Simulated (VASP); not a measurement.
# CrGe6Mo2 (Fmmm) in VASP: further runs, part 2 of 2

VASP 6.6.1. The steps go on from the part before.

## 4. Single point, PBE, collinear spin, ferromagnetic start

INCAR reads:

```
  ALGO = Normal
  EDIFF = 1E-6
  ENCUT = 520
  GGA = PE
  ISIF = 2
  ISMEAR = 0
  ISPIN = 2
  LASPH = True
  LCHARG = False
  LMAXMIX = 4
  LORBIT = 11
  LREAL = False
  LWAVE = False
  MAGMOM = 3 0 0 0 0 0 0 1 1
  NBANDS = 76
  NELM = 150
  PREC = Accurate
  SIGMA = 0.1
```

KPOINTS reads:

```
k-points
0
Gamma
  4 4 4
```

POSCAR reads:

```
CrGe6Mo2
1.0
    0.0000000000      4.1121621000      7.0111961000
    2.3388320000      0.0000000000      7.0111961000
    2.3388320000      4.1121621000      0.0000000000
Cr Ge Mo
1 6 2
Direct
    0.0000000000      0.0000000000      0.0000000000
    0.6608100000      0.3391900000      0.6608100000
    0.9965000000      0.6740770000      0.3259230000
    0.3259230000      0.0035000000      0.9965000000
    0.3391900000      0.6608100000      0.3391900000
    0.6740770000      0.9965000000      0.0035000000
    0.0035000000      0.3259230000      0.6740770000
    0.3335760000      0.3335760000      0.6664240000
    0.6664240000      0.6664240000      0.3335760000
```

Potentials or basis: VASP PAW PBE potentials, release 64 (Cr_pv, Ge_d, Mo_sv).

Started as:

```sh
> cat potpaw_PBE.64/Cr_pv/POTCAR potpaw_PBE.64/Ge_d/POTCAR potpaw_PBE.64/Mo_sv/POTCAR > POTCAR
> mpirun -np 1 vasp_std > vasp.out
```

OUTCAR:

```text
EDIFF = 1E-6
   ENCUT = 520
   GGA = PE
   ISIF = 2
   ISMEAR = 0
   ISPIN = 2
   LASPH = True
   LORBIT = 11
   LREAL = False
   NELM = 150
   PREC = Accurate

 ion  position               nearest neighbor table
   1  0.000  0.000  0.000-   3 2.66   4 2.66   6 2.66   7 2.66   2 2.69   2 2.69   5 2.69   5 2.69
                             2 2.79   5 2.79   9 3.30   8 3.30   9 3.30   8 3.30
   2  0.661  0.339  0.661-   5 2.65   8 2.68   9 2.68   1 2.69   1 2.69   6 2.73   7 2.73   5 2.76
                             5 2.76   1 2.79
   3  0.996  0.674  0.326-   6 2.65   1 2.66   8 2.69   8 2.69   9 2.71   5 2.73   6 2.76   6 2.76
                             8 2.79   7 2.80
   4  0.326  0.004  0.996-   7 2.65   1 2.66   9 2.69   9 2.69   8 2.71   5 2.73   7 2.76   7 2.76
                             9 2.79   6 2.80
   5  0.339  0.661  0.339-   2 2.65   8 2.68   9 2.68   1 2.69   1 2.69   3 2.73   4 2.73   2 2.76
                             2 2.76   1 2.79
   6  0.674  0.996  0.004-   3 2.65   1 2.66   8 2.69   8 2.69   9 2.71   2 2.73   3 2.76   3 2.76
                             8 2.79   4 2.80
   7  0.004  0.326  0.674-   4 2.65   1 2.66   9 2.69   9 2.69   8 2.71   2 2.73   4 2.76   4 2.76
                             9 2.79   3 2.80
   8  0.334  0.334  0.666-   2 2.68   5 2.68   3 2.69   3 2.69   6 2.69   6 2.69   4 2.71   7 2.71
                             6 2.79   3 2.79   1 3.30   1 3.30   9 3.31   9 3.31
   9  0.666  0.666  0.334-   2 2.68   5 2.68   4 2.69   4 2.69   7 2.69   7 2.69   3 2.71   6 2.71
                             4 2.79   7 2.79   1 3.30   1 3.30   8 3.31   8 3.31

  LATTYP: Found a face centered orthorhombic cell.
 ALAT       =     4.6776640000
 B/A-ratio  =     1.7582118339
 C/A-ratio  =     2.9977339544

  Lattice vectors:

 A1 = (   0.0000000000,   4.1121621000,   7.0111961000)
 A2 = (   2.3388320000,   0.0000000000,   7.0111961000)
 A3 = (   2.3388320000,   4.1121621000,   0.0000000000)

Analysis of symmetry for initial positions (statically):
[... 1596 lines left out ...]
      1     -50.8869      1.00000
      2     -50.8757      1.00000
      3     -33.0471      1.00000
      4     -33.0265      1.00000
      5     -32.9552      1.00000
      6     -25.0855      1.00000
[... 1375 lines left out ...]
     73      14.6394      0.00000
     74      15.2391      0.00000
 [bands above 74 left out]

------------------------ aborting loop because EDIFF is reached ----------------------------------------

  FORCE on cell =-STRESS in cart. coord.  units (eV):
  Direction    XX          YY          ZZ          XY          YZ          ZX
  --------------------------------------------------------------------------------------
  -------------------------------------------------------------------------------------
  Total        0.2049262      0.2729654      0.4070811      0.0000000      0.0000000      0.0000000
  in kB        2.4345386      3.2428493      4.8361545      0.0000000      0.0000000      0.0000000
  external PRESSURE =       3.5045141 kB  Pullay stress =       0.0000000 kB

 VOLUME and BASIS-vectors are now :
 -----------------------------------------------------------------------------
  energy-cutoff  :      520.00
  volume of cell :      134.86
      direct lattice vectors                 reciprocal lattice vectors
     0.000000000  4.112162100  7.011196100    -0.213781922  0.121590537  0.071314508
     2.338832000  0.000000000  7.011196100     0.213781922 -0.121590537  0.071314508
     2.338832000  4.112162100  0.000000000     0.213781922  0.121590537 -0.071314508

 POSITION                                       TOTAL-FORCE (eV/Angst)
 -----------------------------------------------------------------------------------
      0.00000      0.00000      0.00000         0.000000      0.000000      0.000000
      2.33883      5.43472      7.01120         0.000000      0.007356      0.000000
      2.33883      5.43802     11.71274         0.000000      0.018566      0.009659
      2.33883      5.43802      2.30965         0.000000      0.018566     -0.009659
      2.33883      2.78961      7.01120         0.000000     -0.007356      0.000000
      2.33883      2.78631     11.71274         0.000000     -0.018566      0.009659
      2.33883      2.78631      2.30965         0.000000     -0.018566     -0.009659
      2.33883      4.11216      4.67753         0.000000      0.000000      0.046178
      2.33883      4.11216      9.34486         0.000000      0.000000     -0.046178
 -----------------------------------------------------------------------------------
    total drift:                               -0.000000     -0.000000      0.000000

  FREE ENERGIE OF THE ION-ELECTRON SYSTEM (eV)
  ---------------------------------------------------
  free  energy   TOTEN  =       -59.0458712222 eV

  energy  without entropy=      -59.0365958961  energy(sigma->0) =      -59.04123356

 total charge

# of ion       s       p       d       tot
------------------------------------------
    1        0.249   6.238   4.259  10.745
    2        1.135   1.175  10.086  12.397
    3        1.134   1.192  10.091  12.417
    4        1.134   1.192  10.091  12.417
    5        1.135   1.175  10.086  12.397
    6        1.134   1.192  10.091  12.417
    7        1.134   1.192  10.091  12.417
    8        2.254   6.156   4.070  12.479
    9        2.254   6.156   4.070  12.479
--------------------------------------------------
tot         11.561  25.670  72.935 110.166

 magnetization (x)

# of ion       s       p       d       tot
------------------------------------------
    1       -0.000  -0.000  -0.002  -0.003
    2        0.000   0.000   0.000   0.000
    3        0.000   0.000   0.000   0.000
    4        0.000   0.000   0.000   0.000
    5        0.000   0.000   0.000   0.000
    6        0.000   0.000   0.000   0.000
    7        0.000   0.000   0.000   0.000
    8        0.000   0.000   0.000   0.000
    9        0.000   0.000   0.000   0.000
--------------------------------------------------
tot          0.000   0.000  -0.002  -0.001
```

OSZICAR:

```text
N       E                     dE             d eps       ncg     rms          rms(c)
DAV:   1     0.197269825035E+04    0.19727E+04   -0.52303E+04  7324   0.449E+03
DAV:   2     0.354262292676E+03   -0.16184E+04   -0.15461E+04  5480   0.121E+03
DAV:   3    -0.191659063535E+02   -0.37343E+03   -0.35674E+03  5508   0.327E+02
DAV:   4    -0.604001960475E+02   -0.41234E+02   -0.39096E+02  6456   0.106E+02
DAV:   5    -0.622159531441E+02   -0.18158E+01   -0.17820E+01  6520   0.239E+01    0.299E+01
DAV:   6    -0.793376402028E+02   -0.17122E+02   -0.77428E+01  7644   0.381E+01    0.528E+01
DAV:   7    -0.593538143146E+02    0.19984E+02   -0.49856E+01  7036   0.414E+01    0.109E+01
DAV:   8    -0.592169689020E+02    0.13685E+00   -0.79501E+00  6364   0.132E+01    0.597E+00
DAV:   9    -0.591177050844E+02    0.99264E-01   -0.12522E+00  6996   0.645E+00    0.424E+00
DAV:  10    -0.590591454053E+02    0.58560E-01   -0.51635E-01  5996   0.364E+00    0.275E+00
DAV:  11    -0.590479299321E+02    0.11215E-01   -0.36259E-02  6616   0.950E-01    0.170E+00
DAV:  12    -0.590457834730E+02    0.21465E-02   -0.78692E-03  6480   0.385E-01    0.804E-01
DAV:  13    -0.590460726519E+02   -0.28918E-03   -0.12151E-03  6620   0.200E-01    0.531E-01
DAV:  14    -0.590459329083E+02    0.13974E-03   -0.27761E-04  7116   0.862E-02    0.266E-01
DAV:  15    -0.590458738833E+02    0.59025E-04   -0.13308E-04  6892   0.125E-01    0.106E-01
DAV:  16    -0.590458714873E+02    0.23961E-05   -0.23634E-05  6068   0.449E-02    0.616E-02
DAV:  17    -0.590458712222E+02    0.26507E-06   -0.50784E-06  5444   0.137E-02
   1 F= -.59045871E+02 E0= -.59041234E+02  d E =-.927533E-02  mag=    -0.0008
```

Wall time 20 min (1 thread of Oxide Virtual Turin-like, shared host); peak memory 0.56 GiB.

Results:

| Item | Value |
| --- | --- |
| Free energy | -59.0459 eV |
| Pressure | 0.4 GPa |
| Largest force | 0.046 eV/Å |
| Band gap on the k mesh | zero (filled and empty bands overlap) |
| Net moment | 0.00 μB per cell |
| Valence electrons inside the program's atomic spheres | Cr 10.74; Ge 12.40, 12.42 (each value once); Mo 12.48 |

Forces in eV/Å, atoms in the order of the input:
```
Cr   0.000  0.000  0.000
Ge   0.000  0.007  0.000
Ge   0.000  0.019  0.010
Ge   0.000  0.019 -0.010
Ge   0.000 -0.007  0.000
Ge   0.000 -0.019  0.010
Ge   0.000 -0.019 -0.010
Mo   0.000  0.000  0.046
Mo   0.000  0.000 -0.046
```

Levels at points of the mesh, in eV from the Fermi level:
Spin up:
```
           k point  band 59  band 60  band 61  band 62  band 63  band 64  band 65  band 66
(0.00, 0.00, 0.00)    -1.86    -1.50    -1.28     0.31     2.03     2.05     2.16     2.31
(0.50, 0.00, 0.00)    -1.35    -1.19    -1.01    -0.05     0.95     0.98     1.60     1.65
(0.50, 0.50, 0.00)    -1.19    -1.18    -1.15    -0.92     0.89     1.41     1.46     1.47
(0.50, 0.00, 0.50)    -1.09    -0.36    -0.34    -0.20    -0.20     0.34     0.63     1.03
(0.00, 0.50, 0.50)    -0.69    -0.69    -0.45    -0.38     0.08     0.22     0.67     1.18
```
Spin down:
```csv
k point,band 58,band 59,band 60,band 61,band 62,band 63,band 64,band 65,band 66,band 67
"(0.00, 0.00, 0.00)",-1.90,-1.86,-1.50,-1.28,0.31,2.03,2.05,2.16,2.30,2.49
"(0.50, 0.00, 0.00)",-1.78,-1.35,-1.20,-1.01,-0.05,0.95,0.97,1.60,1.65,1.66
"(0.50, 0.50, 0.00)",-1.45,-1.19,-1.18,-1.15,-0.92,0.89,1.40,1.46,1.47,2.05
"(0.50, 0.00, 0.50)",-1.44,-1.09,-0.36,-0.34,-0.20,-0.20,0.34,0.63,1.03,1.11
"(0.00, 0.50, 0.50)",-0.99,-0.69,-0.69,-0.45,-0.39,0.08,0.22,0.67,1.19,1.54
```

Caveat: the k points lie up to 0.40 Å⁻¹ apart, too coarse for converged energies and pressures of a metal.
